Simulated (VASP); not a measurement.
Here is a VASP 6.6.1 calculation.

INCAR

```
SYSTEM = NbAs
PREC = Accurate
ENCUT = 520
EDIFF = 1E-7
ISMEAR = 0
SIGMA = 0.1
LREAL = .False.
LASPH = .True.
NELM = 60
ALGO = Normal
ISIF = 2
LWAVE = .False.
LCHARG = .False.
GGA = PE
NBANDS = 16
```

The input KPOINTS:

```
regular mesh
0
Gamma
  6 6 6
  0 0 0
```

POSCAR

```
NbAs
1.0
    0.0000000000      2.6401440551      2.6401440551
    2.6401440551      0.0000000000      2.6401440551
    2.6401440551      2.6401440551      0.0000000000
Nb As
1 1
Direct
    0.0000000000      0.0000000000      0.0000000000
    0.7500000000      0.7500000000      0.7500000000
```

Potentials or basis: VASP PAW PBE potentials, release 64 (Nb_sv, As).

Launch:

```console
$ cat potpaw_PBE.64/Nb_sv/POTCAR potpaw_PBE.64/As/POTCAR > POTCAR
$ mpirun -np 1 vasp_std > vasp.out
```

Problem. What does it give for the band gap on the k mesh?

Solution. Zero (bands 9 and 10 overlap by 0.77 eV).

Problem. Estimate the pressure.

Solution. 49.1 GPa.

Caveat: the cell stands under pressure.
